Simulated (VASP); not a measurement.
# MnF2 (P-3m1) in VASP: single point with PBE

Aim: the single point of MnF2 with PBE.

All numbers are computed with VASP 6.6.1; they aren't measurements. Logs are shortened: lines on timing, memory, paths and dates and some standing lists are left out, and cuts for length are marked.

**1. The cell of the first run**

It takes space group P-3m1 (No. 164, trigonal). Conventional cell: a = 3.343 Å, b = 3.343 Å, c = 5.112 Å, α = 90.00°, β = 90.00°, γ = 120.00°. Within 2.9 Å of Mn (site symmetry -3m) lie 6 F at 2.16 Å. F (site symmetry 3m) has 3 Mn at 2.16 Å and 3 F at 2.72 Å within 2.9 Å.

**2. Single point, PBE, collinear spin, ferromagnetic start**

File INCAR:

```
SYSTEM = MnF2
PREC = Accurate
ENCUT = 520
EDIFF = 1E-6
ISMEAR = 0
SIGMA = 0.02
LREAL = .FALSE.
LASPH = .TRUE.
NELM = 150
ALGO = Normal
ISIF = 2
LWAVE = .FALSE.
LCHARG = .FALSE.
ISPIN = 2
MAGMOM = 4.65 0.11 0.11
LORBIT = 11
LMAXMIX = 4
GGA = PE
NBANDS = 24
```

File KPOINTS:

```
regular mesh
0
G
  12 12 6
  0 0 0
```

File POSCAR:

```
MnF2
1.0
    3.3429772227      0.0000000000      0.0000000000
   -1.6714886113      2.8951031991      0.0000000000
    0.0000000000      0.0000000000      5.1124234933
Mn F
1 2
Direct
    0.0000000000      0.0000000000      0.5000000000
    0.6666666667      0.3333333333      0.3121141258
    0.3333333333      0.6666666667      0.6878858742
```

Potentials or basis: VASP PAW PBE potentials, release 64 (Mn_pv, F).

Launch:

```sh
$ cat potpaw_PBE.64/Mn_pv/POTCAR potpaw_PBE.64/F/POTCAR > POTCAR
$ mpirun -np 1 vasp_std > vasp.out
```

OUTCAR:

```text
SYSTEM = MnF2
   PREC = Accurate
   ENCUT = 520
   EDIFF = 1E-6
   ISMEAR = 0
   LREAL = .FALSE.
   LASPH = .TRUE.
   NELM = 150
   ISIF = 2
   ISPIN = 2
   LORBIT = 11
   GGA = PE

 ion  position               nearest neighbor table
   1  0.000  0.000  0.500-   2 2.16   3 2.16   3 2.16   2 2.16   2 2.16   3 2.16
   2  0.667  0.333  0.312-   1 2.16   1 2.16   1 2.16
   3  0.333  0.667  0.688-   1 2.16   1 2.16   1 2.16

  LATTYP: Found a hexagonal cell.
 ALAT       =     3.3429772227
 C/A-ratio  =     1.5293025207

  Lattice vectors:

 A1 = (   3.3429772227,   0.0000000000,   0.0000000000)
 A2 = (  -1.6714886113,   2.8951031991,   0.0000000000)
 A3 = (   0.0000000000,   0.0000000000,   5.1124234933)

Analysis of symmetry for initial positions (statically):
=====================================================================
 Subroutine PRICEL returns:
 Original cell was already a primitive cell.

 Routine SETGRP: Setting up the symmetry group for a
 hexagonal supercell.

 Subroutine GETGRP returns: Found 12 space group operations
 (whereof 12 operations were pure point group operations)
 out of a pool of 24 trial point group operations.

The static configuration has the point symmetry D_3d.

Analysis of symmetry for dynamics (positions and initial velocities):
=====================================================================
 Subroutine PRICEL returns:
 Original cell was already a primitive cell.

 Routine SETGRP: Setting up the symmetry group for a
 hexagonal supercell.

 Subroutine GETGRP returns: Found 12 space group operations
 (whereof 12 operations were pure point group operations)
 out of a pool of 24 trial point group operations.

The dynamic configuration has the point symmetry D_3d.

Analysis of structural, dynamic, and magnetic symmetry:
=====================================================================
 Subroutine PRICEL returns:
 Original cell was already a primitive cell.

 Routine SETGRP: Setting up the symmetry group for a
 hexagonal supercell.

 Subroutine GETGRP returns: Found 12 space group operations
 (whereof 12 operations were pure point group operations)
 out of a pool of 24 trial point group operations.

The overall configuration has the point symmetry D_3d.

 Subroutine INISYM returns: Found 12 space group operations
 (whereof 12 operations are pure point group operations),
 and found     1 'primitive' translations

----------------------------------------------------------------------------------------

                                     Primitive cell

  volume of cell :      49.4794

  direct lattice vectors                    reciprocal lattice vectors
     3.342977223  0.000000000  0.000000000     0.299134554  0.172705415  0.000000000
    -1.671488611  2.895103199  0.000000000     0.000000000  0.345410830  0.000000000
     0.000000000  0.000000000  5.112423493     0.000000000  0.000000000  0.195601949

  length of vectors
     3.342977223  3.342977223  5.112423493     0.345410830  0.345410830  0.195601949

  position of ions in fractional coordinates (direct lattice)
     0.000000000  0.000000000  0.500000000
     0.666666667  0.333333333  0.312114126
     0.333333333  0.666666667  0.687885874

  ion indices of the primitive-cell ions
   primitive index   ion index
                 1           1
                 2           2
                 3           3

----------------------------------------------------------------------------------------

 KPOINTS: regular mesh

Automatic generation of k-mesh.
 Grid dimensions read from file:
 generate k-points for:   12   12    6

 Generating k-lattice:

  Cartesian coordinates                     Fractional coordinates (reciprocal lattice)
     0.024927879  0.014392118  0.000000000     0.083333333  0.000000000  0.000000000
     0.000000000  0.028784236  0.000000000     0.000000000  0.083333333  0.000000000
     0.000000000  0.000000000  0.032600325     0.000000000  0.000000000  0.166666667

  Length of vectors
     0.028784236  0.028784236  0.032600325

  Shift w.r.t. Gamma in fractional coordinates (k-lattice)
     0.000000000  0.000000000  0.000000000

 Subroutine IBZKPT returns following result:
 ===========================================

 Found    100 irreducible k-points:

 Following reciprocal coordinates:
            Coordinates               Weight
  0.000000  0.000000  0.000000      1.000000
  0.083333 -0.000000  0.000000      6.000000
  0.166667 -0.000000  0.000000      6.000000
  0.250000 -0.000000  0.000000      6.000000
  0.333333 -0.000000  0.000000      6.000000
  0.416667 -0.000000  0.000000      6.000000
[... 16 lines left out ...]
  0.166667 -0.000000  0.166667      6.000000
  0.000000  0.166667  0.166667      6.000000
 [... further k-points ...]
   k-points           NKPTS =    100   k-points in BZ     NKDIM =    100   number of bands    NBANDS=     24
   number of dos      NEDOS =    301   number of ions     NIONS =      3
   total plane-waves  NPLWV =  31360
   dimension x,y,z NGX =    28 NGY =   28 NGZ =   40
   dimension x,y,z NGXF=    56 NGYF=   56 NGZF=   80
   ions per type =               1   2
   NGX,Y,Z   is equivalent  to a cutoff of  13.92, 13.92, 13.01 a.u.
   NGXF,Y,Z  is equivalent  to a cutoff of  27.85, 27.85, 26.01 a.u.
 SYSTEM =  MnF2
   PREC   = accura    normal or accurate (medium, high low for compatibility)
   ISTART =      0    job   : 0-new  1-cont  2-samecut
   ICHARG =      2    charge: 1-file 2-atom 10-const
   ISPIN  =      2    spin polarized calculation?
   LNONCOLLINEAR =      F non collinear calculations
   LSORBIT =      F    spin-orbit coupling
   LASPH  =      T    aspherical Exc in radial PAW
   ENCUT  =  520.0 eV  38.22 Ry    6.18 a.u.   6.22  6.22  9.51*2*pi/ulx,y,z
   NELM   =    150;   NELMIN=  2; NELMDL= -5     # of ELM steps
   EDIFF  = 0.1E-05   stopping-criterion for ELM
   LREAL  =      F    real-space projection
   EDIFFG = 0.1E-04   stopping-criterion for IOM
   NSW    =      0    number of steps for IOM
   IBRION =     -1    ionic relax: 0-MD 1-quasi-New 2-CG
   NFREE  =      0    steps in history (QN), initial steepest desc. (CG)
   ISIF   =      2    stress and relaxation
   ISYM   =      2    0-nonsym 1-usesym 2-fastsym
   POTIM  = 0.5000    time-step for ionic-motion
   TEBEG  =    0.0;   TEEND  =   0.0 temperature during run
   PSTRESS=    0.0 pullay stress
   NELECT =      27.0000    total number of electrons
   NUPDOWN=      -1.0000    fix difference up-down
   EMIN   =  10.00;   EMAX   =-10.00  energy-range for DOS
   EFERMI =   0.00;   METHOD = LEGACY
   ISMEAR =     0;   SIGMA  =   0.02  broadening in eV -4-tet -1-fermi 0-gaus
   EFERMI_NEDOS =   21; number of points for ismear=-14 and -15
   IALGO  =     38    algorithm
   IMIX   =      4    mixing-type and parameters
     AMIX     =   0.40;   BMIX     =  1.00
     AMIX_MAG =   1.60;   BMIX_MAG =  1.00
  volume/ion in A,a.u.               =      16.49       111.30
  Fermi-wavevector in a.u.,A,eV,Ry     =   1.337790  2.528057 24.350108  1.789682
  Thomas-Fermi vector in A             =   2.466311
   LORBIT       =     11    0 simple, 1 ext, 2 COOP (PROOUT), +10 PAW based schemes
   GGA     = PE    functional components
   LHFCALC =     F    Hartree Fock is set to
   AEXX    =    0.0000 exact exchange contribution
   IVDW    =     0    specifies the selected vdW correction
   LEPSILON=     F    determine dielectric tensor
   LRPA    =     F    only Hartree local field effects (RPA)
 spin polarized calculation
 Gauss-broadening in eV      SIGMA  =   0.02
  energy-cutoff  :      520.00
  volume of cell :       49.48
 maximum number of plane-waves:      1346
 NGX is ok and might be reduce to    28
   NGX = 13   NGY = 13   NGZ = 19

 number of electron      27.0000015 magnetization       5.0000021

 Free energy of the ion-electron system (eV)
  ---------------------------------------------------
  ext. energy  EPLUGINS =         0.00000000
  ---------------------------------------------------
  free energy    TOTEN  =       -19.43844919 eV

  energy without entropy =      -19.43844919  energy(sigma->0) =      -19.43844919

 E-fermi :   1.1090     XC(G=0):  -8.3818

 val. band max:        0.9234235636   @ k =   0.0000   0.0000   0.5000
 cond. band min:       2.8212188156   @ k =   0.0000   0.0000   0.0000
 fundamental gap:      1.8977952519
 Fermi energy:         1.1089761140

 spin component 1

 k-point     1 :       0.0000    0.0000    0.0000
  band No.  band energies     occupation
      1     -48.7881      1.00000
      2     -48.6669      1.00000
      3     -48.6669      1.00000
      4     -22.8317      1.00000
      5     -22.2014      1.00000
      6      -5.1839      1.00000
[... 16 lines left out ...]
     23      19.3342      0.00000
     24      19.4762      0.00000
[... 598 lines left out ...]
      2     -48.6734      1.00000
      3     -48.6684      1.00000
      4     -22.7500      1.00000
      5     -22.2317      1.00000
      6      -5.1940      1.00000
[... 16 lines left out ...]
     23      18.2019      0.00000
     24      19.2160      0.00000

 [... further k-points ...]

 spin component 2

 k-point     1 :       0.0000    0.0000    0.0000
  band No.  band energies     occupation
      1     -43.8403      1.00000
      2     -43.7012      1.00000
      3     -43.7012      1.00000
      4     -22.6281      1.00000
      5     -22.0131      1.00000
      6      -4.6959      1.00000
[... 16 lines left out ...]
     23      20.4694      0.00000
     24      20.4694      0.00000
[... 598 lines left out ...]
      2     -43.7104      1.00000
      3     -43.7032      1.00000
      4     -22.5475      1.00000
      5     -22.0421      1.00000
      6      -4.6519      1.00000
[... 16 lines left out ...]
     23      18.8326      0.00000
     24      19.9313      0.00000

 [... further k-points ...]

------------------------ aborting loop because EDIFF is reached ----------------------------------------

  FORCE on cell =-STRESS in cart. coord.  units (eV):
  Direction    XX          YY          ZZ          XY          YZ          ZX
  --------------------------------------------------------------------------------------
  -------------------------------------------------------------------------------------
  Total        0.0222813      0.0222813     -0.0536953      0.0000000      0.0000000     -0.0000000
  in kB        0.7214832      0.7214832     -1.7386921      0.0000000      0.0000000     -0.0000000
  external PRESSURE =      -0.0985752 kB  Pullay stress =       0.0000000 kB

 VOLUME and BASIS-vectors are now :
 -----------------------------------------------------------------------------
  energy-cutoff  :      520.00
  volume of cell :       49.48
      direct lattice vectors                 reciprocal lattice vectors
     3.342977223  0.000000000  0.000000000     0.299134554  0.172705415  0.000000000
    -1.671488611  2.895103199  0.000000000     0.000000000  0.345410830  0.000000000
     0.000000000  0.000000000  5.112423493     0.000000000  0.000000000  0.195601949

 POSITION                                       TOTAL-FORCE (eV/Angst)
 -----------------------------------------------------------------------------------
      0.00000      0.00000      2.55621        -0.000000      0.000000      0.000000
      1.67149      0.96503      1.59566        -0.000000      0.000000     -0.018572
     -0.00000      1.93007      3.51676         0.000000     -0.000000      0.018572
 -----------------------------------------------------------------------------------
    total drift:                                0.000000     -0.000000     -0.000000

  FREE ENERGIE OF THE ION-ELECTRON SYSTEM (eV)
  ---------------------------------------------------
  free  energy   TOTEN  =       -19.4384491883 eV

  energy  without entropy=      -19.4384491883  energy(sigma->0) =      -19.43844919

 total charge

# of ion       s       p       d       tot
------------------------------------------
    1        0.162   6.136   4.937  11.235
    2        1.736   4.348   0.000   6.084
    3        1.736   4.348   0.000   6.084
--------------------------------------------------
tot          3.634  14.832   4.937  23.403

 magnetization (x)

# of ion       s       p       d       tot
------------------------------------------
    1        0.025   0.019   4.534   4.578
    2        0.007   0.083   0.000   0.090
    3        0.007   0.083   0.000   0.090
--------------------------------------------------
tot          0.039   0.185   4.534   4.758
```

It took 5 min on 1 thread of Oxide Virtual Turin-like, shared host; peak memory 0.28 GiB.

Results:

```
Free energy                                           : -19.4384 eV
Pressure                                              : 0.0 GPa
Largest force                                         : 0.019 eV/Å
Band gap on the k mesh                                : 1.90 eV, indirect (least direct gap 1.91 eV)
Net moment                                            : 5.00 μB per cell
Site moments                                          : Mn +4.58; F +0.09 μB
Valence electrons inside the program's atomic spheres : Mn 11.23; F 6.08
```

Forces in eV/Å, atoms in the order of the input:
```
Mn   0.000  0.000  0.000
F    0.000  0.000 -0.019
F    0.000  0.000  0.019
```

Caveat: a cell with one magnetic atom can't hold antiferromagnetic order, which such compounds often take.
